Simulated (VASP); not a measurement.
# SiBiS (P4/mmm) in VASP: a series of runs, part 2 of 2

VASP 6.6.1. The steps go on from the part before.

### Step 3. Relaxation of cell and atoms, PBE

This run uses another cell than the first one, of 26.00 Å³/atom.

INCAR reads:

```
SYSTEM = SiBiS
PREC = Accurate
ENCUT = 600
EDIFF = 1E-6
ISMEAR = 0
SIGMA = 0.1
LREAL = .False.
LASPH = .True.
NELM = 60
ALGO = Normal
ISIF = 3
LWAVE = .False.
LCHARG = .False.
GGA = PE
IBRION = 2
NSW = 90
EDIFFG = -0.04
```

KPOINTS reads:

```
Automatic mesh
0
Gamma
  4 4 4
  0 0 0
```

POSCAR reads:

```
SiBiS
1.0
    4.2354600800      0.0000000000      0.0000000000
    0.0000000000      4.2354600800      0.0000000000
    0.0000000000      0.0000000000      4.3478083500
Si Bi S
1 1 1
Direct
    0.0000000000      0.0000000000      0.0000000000
    0.0000000000      0.0000000000      0.5000000000
    0.5000000000      0.5000000000      0.0000000000
```

Potentials or basis: VASP PAW PBE potentials, release 64 (Si, Bi_d, S).

The run is started by

```bash
cat potpaw_PBE.64/Si/POTCAR potpaw_PBE.64/Bi_d/POTCAR potpaw_PBE.64/S/POTCAR > POTCAR
mpirun -np 1 vasp_std > vasp.out
```

OUTCAR:

```text
SYSTEM = SiBiS
   PREC = Accurate
   ENCUT = 600
   EDIFF = 1E-6
   ISMEAR = 0
   LREAL = .False.
   LASPH = .True.
   NELM = 60
   ISIF = 3
   GGA = PE
   IBRION = 2
   NSW = 90
   EDIFFG = -0.04

 ion  position               nearest neighbor table
   1  0.000  0.000  0.000-   2 2.17   2 2.17
   2  0.000  0.000  0.500-   1 2.17   1 2.17
   3  0.500  0.500  0.000-

  LATTYP: Found a simple tetragonal cell.
 ALAT       =     4.2354600800
 C/A-ratio  =     1.0265256354

  Lattice vectors:

 A1 = (   4.2354600800,   0.0000000000,   0.0000000000)
 A2 = (   0.0000000000,   4.2354600800,   0.0000000000)
 A3 = (   0.0000000000,   0.0000000000,   4.3478083500)

Analysis of symmetry for initial positions (statically):
=====================================================================
 Subroutine PRICEL returns:
 Original cell was already a primitive cell.

 Routine SETGRP: Setting up the symmetry group for a
 simple tetragonal supercell.

 Subroutine GETGRP returns: Found 16 space group operations
 (whereof 16 operations were pure point group operations)
 out of a pool of 16 trial point group operations.

The static configuration has the point symmetry D_4h.

[... 150 lines left out ...]

 Free energy of the ion-electron system (eV)
  ---------------------------------------------------
  ext. energy  EPLUGINS =         0.00000000
  ---------------------------------------------------
  free energy    TOTEN  =        -8.04049945 eV

  energy without entropy =       -8.00830036  energy(sigma->0) =       -8.02439990

------------------------ aborting loop because EDIFF is reached ----------------------------------------

  FORCE on cell =-STRESS in cart. coord.  units (eV):
  Direction    XX          YY          ZZ          XY          YZ          ZX
  --------------------------------------------------------------------------------------
  -------------------------------------------------------------------------------------
  Total       -4.0343140     -4.0343140     28.7231024      0.0000000      0.0000000      0.0000000
  in kB      -82.8721678    -82.8721678    590.0249161      0.0000000      0.0000000      0.0000000
  external PRESSURE =     141.4268602 kB  Pullay stress =       0.0000000 kB
[... 781 lines left out ...]
      3     -15.9739      2.00000
      4     -15.9265      2.00000
      5     -15.8368      2.00000
      6      -6.0948      2.00000
[... 8 lines left out ...]
     15       8.9643      0.00000
     16      11.9333      0.00000

[... ionic steps 4 to 7 ...]

--------------------------------------- Ionic step        8  -------------------------------------------

 number of electron      24.9999988 magnetization

------------------------ aborting loop because EDIFF is reached ----------------------------------------
[... 69 lines left out ...]
--------------------------------------- Ionic step       10  -------------------------------------------

 number of electron      24.9999989 magnetization

 Free energy of the ion-electron system (eV)
  ---------------------------------------------------
  ext. energy  EPLUGINS =         0.00000000
  ---------------------------------------------------
  free energy    TOTEN  =       -13.11687603 eV

  energy without entropy =      -13.11488664  energy(sigma->0) =      -13.11588133

 E-fermi :   7.2184     XC(G=0): -10.1645

 val. band max:        7.1666335779   @ k =   0.0000   0.0000   0.5000
 cond. band min:       7.3358054758   @ k =   0.2500   0.2500   0.0000
 fundamental gap:      0.1691718978
 Fermi energy:         7.2183978397
[... 370 lines left out ...]
  FREE ENERGIE OF THE ION-ELECTRON SYSTEM (eV)
  ---------------------------------------------------
  free  energy   TOTEN  =       -13.1168760271 eV

  energy  without entropy=      -13.1148866411  energy(sigma->0) =      -13.11588133

 reached required accuracy - stopping structural energy minimisation
```

CONTCAR:

```text
SiBiS
   1.00000000000000
     3.4208126415628706   -0.0000000000000000    0.0000000000000000
     0.0000000000000000    3.4208126415628706   -0.0000000000000000
    -0.0000000000000000    0.0000000000000000    5.7354363967059427
  Si              Bi              S
     1     1     1
Direct
     0.0000000000000000    1.0000000000000000    1.0000000000000000
     1.0000000000000000    0.0000000000000000    0.5000000000000000
     0.5000000000000000    0.5000000000000000    1.0000000000000000

  0.00000000E+00  0.00000000E+00  0.00000000E+00
  0.00000000E+00  0.00000000E+00  0.00000000E+00
  0.00000000E+00  0.00000000E+00  0.00000000E+00
```

Wall time 4.5 min (1 thread of Intel Xeon 8259CL, shared host); peak memory 0.23 GiB.

Results:

- Free energy: -13.1169 eV
- Relaxed volume: 22.37 Å³/atom
- Relaxed cell: a = 3.421 Å, b = 3.421 Å, c = 5.735 Å, α = 90.00°, β = 90.00°, γ = 90.00°
- Space group after relaxing (to 0.1 Å): P4/mmm (No. 123)
- Energy gained by relaxing: 1692.1 meV/atom
- Ionic steps: 10
- Pressure after relaxing: 0.1 GPa
- Band gap on the k mesh: zero (an odd number of electrons rules out a gap without spin polarisation)

Stress tensor (GPa, compression positive):
```
0.12 0.00 0.00
0.00 0.12 0.00
0.00 0.00 0.03
```

Step by step:
```
step  energy change (eV)  largest force (eV/Å)  pressure (GPa)  volume (Å³)
   1              0.0000                0.0000           14.14        78.00
   2             -3.5303                0.0000          -10.33        99.71
   3             -3.5975                0.0000           -8.37        93.61
   4             -4.8322                0.0000           -6.10        76.31
   5             -5.0553                0.0000           -2.25        69.91
   6             -5.0619                0.0000           -0.79        68.33
   7             -5.0626                0.0000           -1.20        68.80
   8             -5.0760                0.0000           -0.18        67.37
   9             -5.0761                0.0000           -0.24        67.46
  10             -5.0764                0.0000            0.09        67.12
```

Final structure:
```yaml
crystal:
  lattice:
    - [3.42081, 0.00000, 0.00000]
    - [0.00000, 3.42081, 0.00000]
    - [0.00000, 0.00000, 5.73544]
  atoms:
    - { symbol: Si, position: [0.00000, 0.00000, 0.00000] }
    - { symbol: Bi, position: [0.00000, 0.00000, 0.50000] }
    - { symbol: S, position: [0.50000, 0.50000, 0.00000] }
```

Caveat: the k points lie up to 0.46 Å⁻¹ apart in the final cell, too coarse for converged energies and pressures of a metal; a cell axis changed by over 15 % at a fixed basis, so the end point is rough; spin-orbit coupling is left out, which moves the levels of the heavy elements.

### Step 4. Relaxation of cell and atoms, PBE

This run uses another cell than the first one, of 22.43 Å³/atom.

INCAR reads:

```
PREC     = Accurate       # precision mode
ENCUT    = 600            # plane-wave cutoff, eV
EDIFF    = 1E-6           # SCF threshold, eV
ISMEAR   = 0              # smearing method
SIGMA    = 0.1            # smearing width, eV
LREAL    = False          # projectors in reciprocal space
LASPH    = True           # aspherical terms in the spheres
NELM     = 80             # most SCF steps
ALGO     = Normal         # electronic algorithm
ISIF     = 3              # what is computed and relaxed
LWAVE    = False          # write WAVECAR
LCHARG   = False          # write CHGCAR
GGA      = PE             # functional
IBRION   = 2              # ionic algorithm
NSW      = 90             # ionic steps
EDIFFG   = -0.04          # ionic threshold
```

KPOINTS reads:

```
Automatic mesh
0
Gamma
  6 6 4
```

POSCAR reads:

```
SiBiS
1.0
    3.4229273428      0.0000000000      0.0000000000
    0.0000000000      3.4229273428      0.0000000000
    0.0000000000      0.0000000000      5.7421431036
Si Bi S
1 1 1
Direct
    0.0000000000      0.0000000000      0.0000000000
    0.0000000000      0.0000000000      0.5000000000
    0.5000000000      0.5000000000      0.0000000000
```

The run is started by

```bash
cat potpaw_PBE.64/Si/POTCAR potpaw_PBE.64/Bi_d/POTCAR potpaw_PBE.64/S/POTCAR > POTCAR
mpirun -np 1 vasp_std > vasp.out
```

Wall time 86 s (1 thread of Intel Xeon 8259CL, shared host); peak memory 0.22 GiB.

It converged, with:

```
Free energy                           : -13.2565 eV
Relaxed volume                        : 22.60 Å³/atom
Relaxed cell                          : a = 3.384 Å, b = 3.384 Å, c = 5.919 Å, α = 90.00°, β = 90.00°, γ = 90.00°
Space group after relaxing (to 0.1 Å) : P4/mmm (No. 123)
Energy gained by relaxing             : 9.8 meV/atom
Ionic steps                           : 3
Pressure after relaxing               : 0.0 GPa
Band gap on the k mesh                : zero (an odd number of electrons rules out a gap without spin polarisation)
```

Step by step:
```csv
step,energy change (eV),largest force (eV/Å),pressure (GPa),volume (Å³)
1,0.0000,0.0000,0.32,67.28
2,-0.0279,0.0000,0.01,67.69
3,-0.0294,0.0000,0.00,67.80
```

Final structure:
```
Si Bi S
1.0
     3.38447    0.00000    0.00000
     0.00000    3.38447    0.00000
     0.00000    0.00000    5.91901
Si Bi S
1 1 1
Direct
  0.00000 0.00000 0.00000
  0.00000 0.00000 0.50000
  0.50000 0.50000 0.00000
```

Levels at points of the mesh, in eV from the Fermi level:
```csv
k point,band 8,band 9,band 10,band 11,band 12,band 13,band 14,band 15,band 16
"(0.00, 0.00, 0.00)",-6.17,-4.12,-4.12,-3.24,0.40,2.58,3.71,3.71,5.46
"(0.50, 0.00, 0.00)",-8.79,-3.42,-3.36,-3.35,-2.74,1.08,1.75,1.91,5.53
"(0.50, 0.50, 0.00)",-7.43,-7.43,-5.65,-2.30,-1.96,-1.64,-1.64,3.25,3.25
"(0.00, 0.00, 0.50)",-4.38,-4.09,-4.09,-4.04,-0.28,2.61,2.89,3.26,3.26
"(0.50, 0.00, 0.50)",-10.13,-4.69,-2.74,-1.33,-0.59,0.25,1.23,1.61,3.38
"(0.50, 0.50, 0.50)",-7.36,-7.36,-6.90,-2.41,-2.15,-2.15,1.88,2.33,5.20
```

Caveat: spin-orbit coupling is left out, which moves the levels of the heavy elements.

### Step 5. Summary

```csv
task,cell,k mesh,cutoff (eV),gap on the mesh (eV),pressure (GPa),relaxed volume (Å³/atom)
single point,"a = 3.386, b = 3.386, c = 5.920 Å, 3 atoms",6 × 6 × 4,520,none,-0.1,-
relaxation of cell and atoms,"relaxed from a = 4.235, b = 4.235, c = 4.348 Å, 3 atoms",4 × 4 × 4,600,none,0.1,22.37
relaxation of cell and atoms,"relaxed from a = 3.423, b = 3.423, c = 5.742 Å, 3 atoms",6 × 6 × 4,600,none,0.0,22.60
```

Alike in all rows: level PBE; potentials or basis VASP PAW PBE potentials, release 64 (Si, Bi_d, S); no spin polarisation; smearing gaussian 0.1 eV.

Caveats: some runs use coarse meshes; spin-orbit coupling is left out, which moves the levels of the heavy elements; a cell axis changed by over 15 % at a fixed basis, so the end point is rough (at least some runs).

Absolute energies hang on the potentials; compare differences alone.

The gap in the log of VASP goes by the Fermi energy; the results here count the filled bands.